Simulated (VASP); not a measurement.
Input of a VASP 6.6.1 run:

The input INCAR:

```
SYSTEM = SiC
PREC = Accurate
ENCUT = 600
EDIFF = 1E-6
ISMEAR = 0
SIGMA = 0.01
LREAL = .FALSE.
LASPH = .TRUE.
NELM = 120
ALGO = Normal
ISIF = 2
LWAVE = .FALSE.
LCHARG = .FALSE.
GGA = PE
NBANDS = 11
GGA_COMPAT = .FALSE.
```

File KPOINTS:

```
Automatic mesh
0
G
  4 4 4
  0 0 0
```

POSCAR

```
SiC
1.0
    0.0000000000      2.1037000000      2.1037000000
    2.1037000000      0.0000000000      2.1037000000
    2.1037000000      2.1037000000      0.0000000000
Si C
1 1
Direct
    0.0000000000      0.0000000000      0.0000000000
    0.2500000000      0.2500000000      0.2500000000
```

Potentials or basis: VASP PAW PBE potentials, release 64 (Si, C).

Run with:

```bash
$ cat potpaw_PBE.64/Si/POTCAR potpaw_PBE.64/C/POTCAR > POTCAR
$ mpirun -np 1 vasp_std > vasp.out
```

What does it give for the band gap on the k mesh?

1.20 eV, indirect (least direct gap 4.61 eV).

Estimate the pressure.

32.6 GPa.

Caveat: the k points lie up to 0.65 Å⁻¹ apart. As with any semilocal functional, this PBE gap is likely too small.
